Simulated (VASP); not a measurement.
# NaF (Villiaumite) (Fm-3m) in VASP: a series of runs

Runs on NaF (Villiaumite). Level: PBEsol. Tasks: single point.

All numbers are computed with VASP 6.6.1; they aren't measurements. Logs are shortened: lines on timing, memory, paths and dates and some standing lists are left out, and cuts for length are marked.

## Step 1: The cell of the first run

It takes space group Fm-3m (No. 225, cubic). The conventional cell has a = 4.571 Å, b = 4.571 Å, c = 4.571 Å, α = 90.00°, β = 90.00°, γ = 90.00°. Na (site symmetry m-3m) has 6 F at 2.29 Å within 3.0 Å. F (site symmetry m-3m) has 6 Na at 2.29 Å within 3.0 Å.

## Step 2: Single point, PBEsol

File INCAR:

```
SYSTEM = NaF
PREC = Accurate
ENCUT = 520
EDIFF = 1E-6
ISMEAR = 0
SIGMA = 0.01
LREAL = .False.
LASPH = .True.
NELM = 60
ALGO = Normal
ISIF = 2
LWAVE = .False.
LCHARG = .True.
GGA = PS
LELF = .True.
LVHAR = .True.
NBANDS = 14
```

File KPOINTS:

```
regular mesh
0
Gamma
  8 8 8
  0 0 0
```

File POSCAR:

```
NaF
1.0
    0.0000000000      2.2857012227      2.2857012227
    2.2857012227      0.0000000000      2.2857012227
    2.2857012227      2.2857012227      0.0000000000
Na F
1 1
Direct
    0.0000000000      0.0000000000      0.0000000000
    0.5000000000      0.5000000000      0.5000000000
```

Potentials or basis: VASP PAW PBE potentials, release 64 (Na_pv, F).

Launch:

```
> cat potpaw_PBE.64/Na_pv/POTCAR potpaw_PBE.64/F/POTCAR > POTCAR
> mpirun -np 1 vasp_std > vasp.out
```

OUTCAR:

```text
SYSTEM = NaF
   PREC = Accurate
   ENCUT = 520
   EDIFF = 1E-6
   ISMEAR = 0
   LREAL = .False.
   LASPH = .True.
   NELM = 60
   ISIF = 2
   GGA = PS

 ion  position               nearest neighbor table
   1  0.000  0.000  0.000-   2 2.29   2 2.29   2 2.29   2 2.29   2 2.29   2 2.29
   2  0.500  0.500  0.500-   1 2.29   1 2.29   1 2.29   1 2.29   1 2.29   1 2.29

  LATTYP: Found a face centered cubic cell.
 ALAT       =     4.5714024454

  Lattice vectors:

 A1 = (   0.0000000000,   2.2857012227,   2.2857012227)
 A2 = (   2.2857012227,   0.0000000000,   2.2857012227)
 A3 = (   2.2857012227,   2.2857012227,   0.0000000000)

Analysis of symmetry for initial positions (statically):
=====================================================================
 Subroutine PRICEL returns:
 Original cell was already a primitive cell.

 Routine SETGRP: Setting up the symmetry group for a
 face centered cubic supercell.

 Subroutine GETGRP returns: Found 48 space group operations
 (whereof 48 operations were pure point group operations)
 out of a pool of 48 trial point group operations.

The static configuration has the point symmetry O_h .

Analysis of symmetry for dynamics (positions and initial velocities):
=====================================================================
 Subroutine PRICEL returns:
 Original cell was already a primitive cell.

 Routine SETGRP: Setting up the symmetry group for a
 face centered cubic supercell.

 Subroutine GETGRP returns: Found 48 space group operations
 (whereof 48 operations were pure point group operations)
 out of a pool of 48 trial point group operations.

The dynamic configuration has the point symmetry O_h .

 Subroutine INISYM returns: Found 48 space group operations
 (whereof 48 operations are pure point group operations),
 and found     1 'primitive' translations

----------------------------------------------------------------------------------------

                                     Primitive cell

  volume of cell :      23.8830

  direct lattice vectors                    reciprocal lattice vectors
     0.000000000  2.285701223  2.285701223    -0.218751250  0.218751250  0.218751250
     2.285701223  0.000000000  2.285701223     0.218751250 -0.218751250  0.218751250
     2.285701223  2.285701223  0.000000000     0.218751250  0.218751250 -0.218751250

  length of vectors
     3.232469669  3.232469669  3.232469669     0.378888280  0.378888280  0.378888280

  position of ions in fractional coordinates (direct lattice)
     0.000000000  0.000000000  0.000000000
     0.500000000  0.500000000  0.500000000

  ion indices of the primitive-cell ions
   primitive index   ion index
                 1           1
                 2           2

----------------------------------------------------------------------------------------

 KPOINTS: regular mesh

Automatic generation of k-mesh.
 Grid dimensions read from file:
 generate k-points for:    8    8    8

 Generating k-lattice:

  Cartesian coordinates                     Fractional coordinates (reciprocal lattice)
    -0.027343906  0.027343906  0.027343906     0.125000000  0.000000000  0.000000000
     0.027343906 -0.027343906  0.027343906     0.000000000  0.125000000  0.000000000
     0.027343906  0.027343906 -0.027343906     0.000000000  0.000000000  0.125000000

  Length of vectors
     0.047361035  0.047361035  0.047361035

  Shift w.r.t. Gamma in fractional coordinates (k-lattice)
     0.000000000  0.000000000  0.000000000

 Subroutine IBZKPT returns following result:
 ===========================================

 Found     29 irreducible k-points:

 Following reciprocal coordinates:
            Coordinates               Weight
  0.000000  0.000000  0.000000      1.000000
  0.125000  0.000000  0.000000      8.000000
  0.250000  0.000000  0.000000      8.000000
  0.375000  0.000000  0.000000      8.000000
  0.500000  0.000000  0.000000      4.000000
  0.125000  0.125000  0.000000      6.000000
[... 16 lines left out ...]
  0.500000  0.250000  0.125000     48.000000
 -0.375000  0.250000  0.125000     24.000000
 [... further k-points ...]
   k-points           NKPTS =     29   k-points in BZ     NKDIM =     29   number of bands    NBANDS=     14
   number of dos      NEDOS =    301   number of ions     NIONS =      2
   total plane-waves  NPLWV =  13824
   dimension x,y,z NGX =    24 NGY =   24 NGZ =   24
   dimension x,y,z NGXF=    48 NGYF=   48 NGZF=   48
   ions per type =               1   1
   NGX,Y,Z   is equivalent  to a cutoff of  12.34, 12.34, 12.34 a.u.
   NGXF,Y,Z  is equivalent  to a cutoff of  24.69, 24.69, 24.69 a.u.
 SYSTEM =  NaF
   PREC   = accura    normal or accurate (medium, high low for compatibility)
   ISTART =      0    job   : 0-new  1-cont  2-samecut
   ICHARG =      2    charge: 1-file 2-atom 10-const
   ISPIN  =      1    spin polarized calculation?
   LNONCOLLINEAR =      F non collinear calculations
   LSORBIT =      F    spin-orbit coupling
   LASPH  =      T    aspherical Exc in radial PAW
   ENCUT  =  520.0 eV  38.22 Ry    6.18 a.u.   6.01  6.01  6.01*2*pi/ulx,y,z
   NELM   =     60;   NELMIN=  2; NELMDL= -5     # of ELM steps
   EDIFF  = 0.1E-05   stopping-criterion for ELM
   LREAL  =      F    real-space projection
   EDIFFG = 0.1E-04   stopping-criterion for IOM
   NSW    =      0    number of steps for IOM
   IBRION =     -1    ionic relax: 0-MD 1-quasi-New 2-CG
   NFREE  =      0    steps in history (QN), initial steepest desc. (CG)
   ISIF   =      2    stress and relaxation
   ISYM   =      2    0-nonsym 1-usesym 2-fastsym
   POTIM  = 0.5000    time-step for ionic-motion
   TEBEG  =    0.0;   TEEND  =   0.0 temperature during run
   PSTRESS=    0.0 pullay stress
   NELECT =      14.0000    total number of electrons
   NUPDOWN=      -1.0000    fix difference up-down
   EMIN   =  10.00;   EMAX   =-10.00  energy-range for DOS
   EFERMI =   0.00;   METHOD = LEGACY
   ISMEAR =     0;   SIGMA  =   0.01  broadening in eV -4-tet -1-fermi 0-gaus
   EFERMI_NEDOS =   21; number of points for ismear=-14 and -15
   IALGO  =     38    algorithm
   IMIX   =      4    mixing-type and parameters
     AMIX     =   0.40;   BMIX     =  1.00
     AMIX_MAG =   1.60;   BMIX_MAG =  1.00
  volume/ion in A,a.u.               =      11.94        80.59
  Fermi-wavevector in a.u.,A,eV,Ry     =   1.370108  2.589128 25.540791  1.877195
  Thomas-Fermi vector in A             =   2.495923
   LORBIT       =      0    0 simple, 1 ext, 2 COOP (PROOUT), +10 PAW based schemes
   GGA     = PS    functional components
   LHFCALC =     F    Hartree Fock is set to
   AEXX    =    0.0000 exact exchange contribution
   IVDW    =     0    specifies the selected vdW correction
   LEPSILON=     F    determine dielectric tensor
   LRPA    =     F    only Hartree local field effects (RPA)
 non-spin polarized calculation
 Gauss-broadening in eV      SIGMA  =   0.01
  energy-cutoff  :      520.00
  volume of cell :       23.88
 maximum number of plane-waves:       660
   NGX = 13   NGY = 13   NGZ = 13

 number of electron      13.9999998 magnetization

 Free energy of the ion-electron system (eV)
  ---------------------------------------------------
  ext. energy  EPLUGINS =         0.00000000
  ---------------------------------------------------
  free energy    TOTEN  =        -8.76166713 eV

  energy without entropy =       -8.76166713  energy(sigma->0) =       -8.76166713

 E-fermi :  -1.8778     XC(G=0):  -9.5400

 val. band max:       -1.9961733493   @ k =   0.0000   0.0000   0.0000
 cond. band min:       4.3811370279   @ k =   0.0000   0.0000   0.0000
 fundamental gap:      6.3773103772
 Fermi energy:        -1.8778135168

 k-point     1 :       0.0000    0.0000    0.0000
  band No.  band energies     occupation
      1     -21.1260      2.00000
      2     -20.6466      2.00000
      3     -20.6466      2.00000
      4     -20.6466      2.00000
      5      -1.9962      2.00000
      6      -1.9962      2.00000
      7      -1.9962      2.00000
      8       4.3811      0.00000
      9      17.1314      0.00000
     10      17.1314      0.00000
     11      17.1314      0.00000
     12      19.8996      0.00000
     13      22.3341      0.00000
     14      22.3341      0.00000

 k-point     2 :       0.1250    0.0000    0.0000
  band No.  band energies     occupation
      1     -21.2835      2.00000
      2     -20.6486      2.00000
      3     -20.6486      2.00000
      4     -20.4656      2.00000
      5      -2.3158      2.00000
      6      -2.0382      2.00000
      7      -2.0382      2.00000
      8       4.9478      0.00000
      9      15.3316      0.00000
     10      17.3878      0.00000
     11      17.3878      0.00000
     12      21.7876      0.00000
     13      21.7876      0.00000
     14      21.9352      0.00000

 k-point     3 :       0.2500    0.0000    0.0000
  band No.  band energies     occupation
      1     -21.5058      2.00000
      2     -20.6535      2.00000
      3     -20.6535      2.00000
      4     -20.1866      2.00000
      5      -2.9635      2.00000
      6      -2.1380      2.00000
      7      -2.1380      2.00000
      8       6.2985      0.00000
      9      13.2328      0.00000
     10      17.9656      0.00000
     11      17.9656      0.00000
     12      21.1336      0.00000
     13      21.1336      0.00000
     14      22.8418      0.00000

 k-point     4 :       0.3750    0.0000    0.0000
  band No.  band energies     occupation
      1     -21.6578      2.00000
      2     -20.6584      2.00000
      3     -20.6584      2.00000
      4     -19.9762      2.00000
      5      -3.5046      2.00000
      6      -2.2360      2.00000
      7      -2.2360      2.00000
      8       7.8669      0.00000
      9      11.6034      0.00000
     10      18.3557      0.00000
     11      18.3557      0.00000
     12      21.1073      0.00000
     13      21.1073      0.00000
     14      22.4219      0.00000

 k-point     5 :       0.5000    0.0000    0.0000
  band No.  band energies     occupation
      1     -21.7108      2.00000
      2     -20.6604      2.00000
      3     -20.6604      2.00000
      4     -19.8988      2.00000
      5      -3.7082      2.00000
      6      -2.2760      2.00000
      7      -2.2760      2.00000
      8       8.8554      0.00000
      9      10.6823      0.00000
     10      18.4227      0.00000
     11      18.4227      0.00000
[... 276 lines left out ...]
 k-point    22 :       0.3750    0.2500    0.1250
  band No.  band energies     occupation
      1     -21.4795      2.00000
      2     -20.6898      2.00000
      3     -20.6632      2.00000
      4     -20.1673      2.00000
      5      -3.1111      2.00000
      6      -2.3401      2.00000
      7      -2.2279      2.00000
      8       7.3436      0.00000
      9      12.6070      0.00000
     10      16.6485      0.00000
     11      18.2992      0.00000
     12      18.6964      0.00000
     13      22.6874      0.00000
     14      25.9032      0.00000

 k-point    23 :       0.5000    0.2500    0.1250
  band No.  band energies     occupation
      1     -21.5174      2.00000
      2     -20.7075      2.00000
      3     -20.6746      2.00000
      4     -20.0855      2.00000
      5      -3.3277      2.00000
      6      -2.5350      2.00000
      7      -2.3213      2.00000
      8       8.8176      0.00000
      9      11.6650      0.00000
     10      15.7549      0.00000
     11      17.6279      0.00000
     12      19.8798      0.00000
     13      22.0229      0.00000
     14      26.3519      0.00000

 k-point    24 :      -0.3750    0.2500    0.1250
  band No.  band energies     occupation
      1     -21.5309      2.00000
      2     -20.7111      2.00000
      3     -20.6832      2.00000
      4     -20.0535      2.00000
      5      -3.4042      2.00000
      6      -2.6194      2.00000
      7      -2.3624      2.00000
      8       9.8808      0.00000
      9      10.8940      0.00000
     10      15.4454      0.00000
     11      17.3282      0.00000
     12      20.5025      0.00000
     13      21.6067      0.00000
     14      26.5570      0.00000

 [... further k-points ...]
[... 5 lines left out ...]
  --------------------------------------------------------------------------------------
  -------------------------------------------------------------------------------------
  Total        0.2910835      0.2910835      0.2910835     -0.0000000     -0.0000000      0.0000000
  in kB       19.5271902     19.5271902     19.5271902     -0.0000000     -0.0000000      0.0000000
  external PRESSURE =      19.5271902 kB  Pullay stress =       0.0000000 kB

 VOLUME and BASIS-vectors are now :
 -----------------------------------------------------------------------------
  energy-cutoff  :      520.00
  volume of cell :       23.88
      direct lattice vectors                 reciprocal lattice vectors
     0.000000000  2.285701223  2.285701223    -0.218751250  0.218751250  0.218751250
     2.285701223  0.000000000  2.285701223     0.218751250 -0.218751250  0.218751250
     2.285701223  2.285701223  0.000000000     0.218751250  0.218751250 -0.218751250

 POSITION                                       TOTAL-FORCE (eV/Angst)
 -----------------------------------------------------------------------------------
      0.00000      0.00000      0.00000         0.000000      0.000000      0.000000
      2.28570      2.28570      2.28570         0.000000      0.000000      0.000000
 -----------------------------------------------------------------------------------
    total drift:                                0.000000     -0.000000      0.000000

  FREE ENERGIE OF THE ION-ELECTRON SYSTEM (eV)
  ---------------------------------------------------
  free  energy   TOTEN  =        -8.7616671315 eV

  energy  without entropy=       -8.7616671315  energy(sigma->0) =       -8.76166713
```

It took 6.3 s on 1 thread of Intel Xeon Platinum 8375C at 2.90GHz (Ice Lake), shared host; peak memory 0.13 GiB.

What came out:

```yaml
Free_energy: -8.7617 eV
Pressure: 2.0 GPa
Band_gap_on_the_k_mesh: 6.38 eV, direct
```

Caveat: the PAW data sets were made with another functional, which shifts forces and pressure a little. Expect the measured gap to be larger: semilocal functionals such as PBEsol lack the derivative discontinuity.

## Step 3: Single point, PBEsol

This run uses another cell than the first one, of 11.56 Å³/atom, 0.968 times its volume.

File INCAR:

```
  ALGO = Normal
  EDIFF = 1E-6
  ENCUT = 520
  GGA = PS
  ISIF = 2
  ISMEAR = 0
  LASPH = T
  LCHARG = T
  LELF = T
  LREAL = F
  LVHAR = T
  LWAVE = F
  NBANDS = 14
  NELM = 60
  PREC = Accurate
  SIGMA = 0.01
```

File KPOINTS:

```
k-points
0
Gamma
  8 8 8
```

File POSCAR:

```
NaF
1.0
    0.0000000000      2.2613441666      2.2613441666
    2.2613441666      0.0000000000      2.2613441666
    2.2613441666      2.2613441666      0.0000000000
Na F
1 1
Direct
    0.0000000000      0.0000000000      0.0000000000
    0.5000000000      0.5000000000      0.5000000000
```

Potentials or basis: VASP PAW PBE potentials, release 64 (Na_pv, F).

Launch:

```
> cat potpaw_PBE.64/Na_pv/POTCAR potpaw_PBE.64/F/POTCAR > POTCAR
> mpirun -np 1 vasp_std > vasp.out
```

Run time: 5.4 s. Hardware: 1 thread of Intel Xeon Platinum 8375C at 2.90GHz (Ice Lake), shared host; peak memory 0.13 GiB.

It converged, with:

```
Free energy            : -8.7462 eV
Pressure               : 4.0 GPa
Band gap on the k mesh : 6.56 eV, direct
```

Levels at points of the mesh, in eV from the valence-band top:
| k point | band 3 | band 4 | band 5 | band 6 | band 7 | band 8 | band 9 | band 10 | band 11 | band 12 |
| --- | --- | --- | --- | --- | --- | --- | --- | --- | --- | --- |
| (0.00, 0.00, 0.00) | -18.56 | -18.56 | 0.00 | 0.00 | 0.00 | 6.56 | 19.35 | 19.35 | 19.35 | 22.19 |
| (0.50, 0.00, 0.00) | -18.57 | -17.81 | -1.79 | -0.30 | -0.30 | 11.05 | 12.96 | 20.77 | 20.77 | 23.68 |
| (0.50, 0.50, 0.00) | -18.63 | -18.63 | -1.42 | -0.45 | -0.45 | 13.33 | 13.58 | 14.25 | 20.60 | 20.60 |

Caveat: the PAW data sets were made with another functional, which shifts forces and pressure a little. Expect the measured gap to be larger: semilocal functionals such as PBEsol lack the derivative discontinuity.
